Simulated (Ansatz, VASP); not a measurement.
Two plane-wave programs on TiAl

```
CELL_PARAMETERS angstrom
2.91761 0.00000 0.00000
0.00000 2.91761 0.00000
0.00000 0.00000 3.59450
ATOMIC_POSITIONS crystal
Ti 0.00000 0.00000 0.00000
Al 0.50000 0.50000 0.50000
```

Alike in both runs: task single point; functional PBEsol; k mesh 16 × 16 × 16; occupations gaussian, width 0.15 eV; no spin polarisation.

|  | VASP | Ansatz |
| --- | --- | --- |
| version | VASP 6.6.1 | Ansatz 0.2.0 |
| potentials or method | VASP PAW PBE potentials, release 64 (Ti_sv, Al), cutoff 520 eV | scalar-relativistic, plane waves, PAW |
| valence electrons in the cell | 15 | 15 |

VASP gave:

| Quantity | Value |
| --- | --- |
| gap on the k mesh at the Fermi level (eV) | none |
| pressure (GPa) | 3.7 |
| traceless stress, the component that is largest in VASP (GPa) | 5.87 |

**Question.** Estimate Ansatz's values.

**Answer.** gap on the k mesh at the Fermi level (eV): none; pressure (GPa): 3.6; traceless stress, the component that is largest in VASP (GPa): 5.87.

VASP's potentials were made for PBE, not for PBEsol, and Ansatz warns of the same on its side. A gap of «none» marks a metal or a gap that the smearing closes. With one functional, cell and mesh, what is left measures potentials, basis and numerics.
